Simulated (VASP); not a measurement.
# SrTiO3 (Pm-3m) in VASP: single point with PBE

Aim: the single point of SrTiO3 with PBE.

All numbers are computed with VASP 6.6.1; they aren't measurements. Logs are shortened: lines on timing, memory, paths and dates and some standing lists are left out, and cuts for length are marked.

### 1 The cell of the first run

It takes space group Pm-3m (No. 221, cubic). The conventional cell has a = 3.936 Å, b = 3.936 Å, c = 3.936 Å, α = 90.00°, β = 90.00°, γ = 90.00°. Sr (site symmetry m-3m) has 12 O at 2.78 Å and 8 Ti at 3.41 Å within 3.7 Å. Within 2.6 Å of Ti (site symmetry m-3m) lie 6 O at 1.97 Å. O (site symmetry 4/mmm) has 2 Ti at 1.97 Å within 2.6 Å.

### 2 Single point, PBE

The input, INCAR:

```
SYSTEM = SrTiO3
  ALGO = Normal
  EDIFF = 1E-6
  ENCUT = 520
  GGA = PE
  ISIF = 2
  ISMEAR = 0
  LASPH = .True.
  LCHARG = .True.
  LELF = .True.
  LREAL = .False.
  LVHAR = .True.
  LWAVE = .False.
  NBANDS = 28
  NELM = 60
  PREC = Accurate
  SIGMA = 0.02
```

The input, KPOINTS:

```
k-points
0
Gamma
  8 8 8
  0 0 0
```

The input, POSCAR:

```
SrTiO3
1.0
    3.9364226104      0.0000000000      0.0000000000
    0.0000000000      3.9364226104      0.0000000000
    0.0000000000      0.0000000000      3.9364226104
Sr Ti O
1 1 3
Direct
    0.0000000000      0.0000000000      0.0000000000
    0.5000000000      0.5000000000      0.5000000000
    0.5000000000      0.0000000000      0.5000000000
    0.5000000000      0.5000000000      0.0000000000
    0.0000000000      0.5000000000      0.5000000000
```

Potentials or basis: VASP PAW PBE potentials, release 64 (Sr_sv, Ti_sv, O).

Launch:

```console
$ cat potpaw_PBE.64/Sr_sv/POTCAR potpaw_PBE.64/Ti_sv/POTCAR potpaw_PBE.64/O/POTCAR > POTCAR
$ mpirun -np 1 vasp_std > vasp.out
```

OUTCAR:

```text
SYSTEM = SrTiO3
   EDIFF = 1E-6
   ENCUT = 520
   GGA = PE
   ISIF = 2
   ISMEAR = 0
   LASPH = .True.
   LREAL = .False.
   NELM = 60
   PREC = Accurate

 ion  position               nearest neighbor table
   1  0.000  0.000  0.000-   3 2.78   4 2.78   5 2.78   3 2.78   5 2.78   4 2.78   5 2.78   5 2.78
                             3 2.78   4 2.78   3 2.78   4 2.78   2 3.41   2 3.41   2 3.41   2 3.41
   2  0.500  0.500  0.500-   3 1.97   4 1.97   5 1.97   4 1.97   3 1.97   5 1.97   1 3.41   1 3.41
                             1 3.41   1 3.41   1 3.41   1 3.41   1 3.41   1 3.41
   3  0.500  0.000  0.500-   2 1.97   2 1.97   1 2.78   1 2.78   1 2.78   1 2.78
   4  0.500  0.500  0.000-   2 1.97   2 1.97   1 2.78   1 2.78   1 2.78   1 2.78
   5  0.000  0.500  0.500-   2 1.97   2 1.97   1 2.78   1 2.78   1 2.78   1 2.78

  LATTYP: Found a simple cubic cell.
 ALAT       =     3.9364226104

  Lattice vectors:

 A1 = (   3.9364226104,   0.0000000000,   0.0000000000)
 A2 = (   0.0000000000,   3.9364226104,   0.0000000000)
 A3 = (   0.0000000000,   0.0000000000,   3.9364226104)

Analysis of symmetry for initial positions (statically):
=====================================================================
 Subroutine PRICEL returns:
 Original cell was already a primitive cell.

 Routine SETGRP: Setting up the symmetry group for a
 simple cubic supercell.

 Subroutine GETGRP returns: Found 48 space group operations
 (whereof 48 operations were pure point group operations)
 out of a pool of 48 trial point group operations.

The static configuration has the point symmetry O_h .

Analysis of symmetry for dynamics (positions and initial velocities):
=====================================================================
 Subroutine PRICEL returns:
 Original cell was already a primitive cell.

 Routine SETGRP: Setting up the symmetry group for a
 simple cubic supercell.

 Subroutine GETGRP returns: Found 48 space group operations
 (whereof 48 operations were pure point group operations)
 out of a pool of 48 trial point group operations.

The dynamic configuration has the point symmetry O_h .

 Subroutine INISYM returns: Found 48 space group operations
 (whereof 48 operations are pure point group operations),
 and found     1 'primitive' translations

----------------------------------------------------------------------------------------

                                     Primitive cell

  volume of cell :      60.9965

  direct lattice vectors                    reciprocal lattice vectors
     3.936422610  0.000000000  0.000000000     0.254037764  0.000000000  0.000000000
     0.000000000  3.936422610  0.000000000     0.000000000  0.254037764  0.000000000
     0.000000000  0.000000000  3.936422610     0.000000000  0.000000000  0.254037764

  length of vectors
     3.936422610  3.936422610  3.936422610     0.254037764  0.254037764  0.254037764

  position of ions in fractional coordinates (direct lattice)
     0.000000000  0.000000000  0.000000000
     0.500000000  0.500000000  0.500000000
     0.500000000  0.000000000  0.500000000
     0.500000000  0.500000000  0.000000000
     0.000000000  0.500000000  0.500000000

  ion indices of the primitive-cell ions
   primitive index   ion index
                 1           1
                 2           2
                 3           3
                 4           4
                 5           5

----------------------------------------------------------------------------------------

 KPOINTS: k-points

Automatic generation of k-mesh.
 Grid dimensions read from file:
 generate k-points for:    8    8    8

 Generating k-lattice:

  Cartesian coordinates                     Fractional coordinates (reciprocal lattice)
     0.031754721  0.000000000  0.000000000     0.125000000  0.000000000  0.000000000
     0.000000000  0.031754721  0.000000000     0.000000000  0.125000000  0.000000000
     0.000000000  0.000000000  0.031754721     0.000000000  0.000000000  0.125000000

  Length of vectors
     0.031754721  0.031754721  0.031754721

  Shift w.r.t. Gamma in fractional coordinates (k-lattice)
     0.000000000  0.000000000  0.000000000

 Subroutine IBZKPT returns following result:
 ===========================================

 Found     35 irreducible k-points:

 Following reciprocal coordinates:
            Coordinates               Weight
  0.000000  0.000000  0.000000      1.000000
  0.125000  0.000000  0.000000      6.000000
  0.250000  0.000000  0.000000      6.000000
  0.375000  0.000000  0.000000      6.000000
  0.500000  0.000000  0.000000      3.000000
  0.125000  0.125000  0.000000     12.000000
[... 16 lines left out ...]
  0.375000  0.375000  0.125000     24.000000
  0.500000  0.375000  0.125000     24.000000
 [... further k-points ...]
   k-points           NKPTS =     35   k-points in BZ     NKDIM =     35   number of bands    NBANDS=     28
   number of dos      NEDOS =    301   number of ions     NIONS =      5
   total plane-waves  NPLWV =  27000
   dimension x,y,z NGX =    30 NGY =   30 NGZ =   30
   dimension x,y,z NGXF=    60 NGYF=   60 NGZF=   60
   ions per type =               1   1   3
   NGX,Y,Z   is equivalent  to a cutoff of  12.67, 12.67, 12.67 a.u.
   NGXF,Y,Z  is equivalent  to a cutoff of  25.34, 25.34, 25.34 a.u.
 SYSTEM =  SrTiO3
   PREC   = accura    normal or accurate (medium, high low for compatibility)
   ISTART =      0    job   : 0-new  1-cont  2-samecut
   ICHARG =      2    charge: 1-file 2-atom 10-const
   ISPIN  =      1    spin polarized calculation?
   LNONCOLLINEAR =      F non collinear calculations
   LSORBIT =      F    spin-orbit coupling
   LASPH  =      T    aspherical Exc in radial PAW
   ENCUT  =  520.0 eV  38.22 Ry    6.18 a.u.   7.32  7.32  7.32*2*pi/ulx,y,z
   NELM   =     60;   NELMIN=  2; NELMDL= -5     # of ELM steps
   EDIFF  = 0.1E-05   stopping-criterion for ELM
   LREAL  =      F    real-space projection
   EDIFFG = 0.1E-04   stopping-criterion for IOM
   NSW    =      0    number of steps for IOM
   IBRION =     -1    ionic relax: 0-MD 1-quasi-New 2-CG
   NFREE  =      0    steps in history (QN), initial steepest desc. (CG)
   ISIF   =      2    stress and relaxation
   ISYM   =      2    0-nonsym 1-usesym 2-fastsym
   POTIM  = 0.5000    time-step for ionic-motion
   TEBEG  =    0.0;   TEEND  =   0.0 temperature during run
   PSTRESS=    0.0 pullay stress
   NELECT =      40.0000    total number of electrons
   NUPDOWN=      -1.0000    fix difference up-down
   EMIN   =  10.00;   EMAX   =-10.00  energy-range for DOS
   EFERMI =   0.00;   METHOD = LEGACY
   ISMEAR =     0;   SIGMA  =   0.02  broadening in eV -4-tet -1-fermi 0-gaus
   EFERMI_NEDOS =   21; number of points for ismear=-14 and -15
   IALGO  =     38    algorithm
   IMIX   =      4    mixing-type and parameters
     AMIX     =   0.40;   BMIX     =  1.00
     AMIX_MAG =   1.60;   BMIX_MAG =  1.00
  volume/ion in A,a.u.               =      12.20        82.32
  Fermi-wavevector in a.u.,A,eV,Ry     =   1.422306  2.687769 27.523974  2.022955
  Thomas-Fermi vector in A             =   2.543024
   LORBIT       =      0    0 simple, 1 ext, 2 COOP (PROOUT), +10 PAW based schemes
   GGA     = PE    functional components
   LHFCALC =     F    Hartree Fock is set to
   AEXX    =    0.0000 exact exchange contribution
   IVDW    =     0    specifies the selected vdW correction
   LEPSILON=     F    determine dielectric tensor
   LRPA    =     F    only Hartree local field effects (RPA)
 non-spin polarized calculation
 Gauss-broadening in eV      SIGMA  =   0.02
  energy-cutoff  :      520.00
  volume of cell :       61.00
 maximum number of plane-waves:      1671
 NGX is ok and might be reduce to    30
   NGX = 15   NGY = 15   NGZ = 15

 number of electron      39.9999990 magnetization

 Free energy of the ion-electron system (eV)
  ---------------------------------------------------
  ext. energy  EPLUGINS =         0.00000000
  ---------------------------------------------------
  free energy    TOTEN  =       -40.10326776 eV

  energy without entropy =      -40.10326776  energy(sigma->0) =      -40.10326776

 E-fermi :   4.1505     XC(G=0): -11.1445

 val. band max:        3.9699355782   @ k =   0.5000   0.5000   0.5000
 cond. band min:       5.7803510492   @ k =   0.0000   0.0000   0.0000
 fundamental gap:      1.8104154709
 Fermi energy:         4.1505089551

 k-point     1 :       0.0000    0.0000    0.0000
  band No.  band energies     occupation
      1     -52.5943      2.00000
      2     -28.8943      2.00000
      3     -28.8252      2.00000
      4     -28.8252      2.00000
      5     -28.8252      2.00000
      6     -13.3710      2.00000
[... 20 lines left out ...]
     27       9.3471      0.00000
     28       9.9711      0.00000

 k-point     2 :       0.1250    0.0000    0.0000
  band No.  band energies     occupation
      1     -52.5941      2.00000
      2     -28.9113      2.00000
      3     -28.8249      2.00000
      4     -28.8249      2.00000
      5     -28.8145      2.00000
      6     -13.3766      2.00000
[... 20 lines left out ...]
     27       9.6148      0.00000
     28      10.3393      0.00000

 k-point     3 :       0.2500    0.0000    0.0000
  band No.  band energies     occupation
      1     -52.5936      2.00000
      2     -28.9440      2.00000
      3     -28.8240      2.00000
      4     -28.8240      2.00000
      5     -28.7968      2.00000
      6     -13.4362      2.00000
[... 20 lines left out ...]
     27      10.2567      0.00000
     28      11.3493      0.00000

 k-point     4 :       0.3750    0.0000    0.0000
  band No.  band energies     occupation
      1     -52.5931      2.00000
      2     -28.9721      2.00000
      3     -28.8230      2.00000
      4     -28.8230      2.00000
      5     -28.7834      2.00000
      6     -13.5344      2.00000
[... 578 lines left out ...]
     27      11.9892      0.00000
     28      12.2488      0.00000

 k-point    23 :       0.3750    0.3750    0.1250
  band No.  band energies     occupation
      1     -52.5918      2.00000
      2     -28.9165      2.00000
      3     -28.8772      2.00000
      4     -28.8318      2.00000
      5     -28.8184      2.00000
      6     -12.9784      2.00000
[... 20 lines left out ...]
     27      12.0374      0.00000
     28      12.4835      0.00000

 k-point    24 :       0.5000    0.3750    0.1250
  band No.  band energies     occupation
      1     -52.5916      2.00000
      2     -28.9106      2.00000
      3     -28.8769      2.00000
      4     -28.8325      2.00000
      5     -28.8299      2.00000
      6     -12.8923      2.00000
[... 20 lines left out ...]
     27      12.0928      0.00000
     28      12.5840      0.00000

 [... further k-points ...]
[... 5 lines left out ...]
  --------------------------------------------------------------------------------------
  -------------------------------------------------------------------------------------
  Total        0.2524427      0.2524427      0.2524427      0.0000000     -0.0000000      0.0000000
  in kB        6.6308358      6.6308358      6.6308358      0.0000000     -0.0000000      0.0000000
  external PRESSURE =       6.6308358 kB  Pullay stress =       0.0000000 kB

 VOLUME and BASIS-vectors are now :
 -----------------------------------------------------------------------------
  energy-cutoff  :      520.00
  volume of cell :       61.00
      direct lattice vectors                 reciprocal lattice vectors
     3.936422610  0.000000000  0.000000000     0.254037764  0.000000000  0.000000000
     0.000000000  3.936422610  0.000000000     0.000000000  0.254037764  0.000000000
     0.000000000  0.000000000  3.936422610     0.000000000  0.000000000  0.254037764

 POSITION                                       TOTAL-FORCE (eV/Angst)
 -----------------------------------------------------------------------------------
      0.00000      0.00000      0.00000         0.000000      0.000000      0.000000
      1.96821      1.96821      1.96821         0.000000      0.000000      0.000000
      1.96821      0.00000      1.96821         0.000000      0.000000      0.000000
      1.96821      1.96821      0.00000         0.000000      0.000000      0.000000
      0.00000      1.96821      1.96821         0.000000      0.000000      0.000000
 -----------------------------------------------------------------------------------
    total drift:                                0.000000      0.000000     -0.000000

  FREE ENERGIE OF THE ION-ELECTRON SYSTEM (eV)
  ---------------------------------------------------
  free  energy   TOTEN  =       -40.1032677580 eV

  energy  without entropy=      -40.1032677580  energy(sigma->0) =      -40.10326776
```

Run time: 33 s. Hardware: 1 thread of AMD EPYC 9R45 (Zen 5), shared host; peak memory 0.18 GiB.

Results:

```
Free energy            : -40.1033 eV
Pressure               : 0.7 GPa
Band gap on the k mesh : 1.81 eV, indirect (least direct gap 2.18 eV)
```

A k mesh can miss the band edges. As with any semilocal functional, this PBE gap is likely too small.
